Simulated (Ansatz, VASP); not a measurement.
**C: VASP beside Ansatz**

```
C
1.0
     2.23228    0.00000    0.00000
     0.00000    2.23228    0.00000
     0.00000    0.00000    2.23228
C
1
Direct
  0.00000 0.00000 0.00000
```

Alike in both runs: task relaxation of cell and atoms; functional PBE; k mesh 15 × 15 × 15; occupations fermi-dirac, width 0.03 eV; no spin polarisation.

|  | VASP | Ansatz |
| --- | --- | --- |
| version | VASP 6.6.1 | Ansatz 0.2.0 |
| potentials or method | VASP PAW PBE potentials, release 64 (C) | PAW with Ansatz's default frozen-core files, scalar-relativistic |
| plane-wave cutoff (eV) | 600 | 420 |
| valence electrons in the cell | 4 | 4 |

|  | VASP | Ansatz | Ansatz less VASP |
| --- | --- | --- | --- |
| relaxed volume (Å³/atom) | 5.60 | 5.60 | +0.002 |
| relaxed cell length with the largest relative difference (Å) | 1.775 | 1.776 | +0.0002 |

Noted on VASP's run: the volume moved by over 15 % at a fixed basis, so the end points are rough.
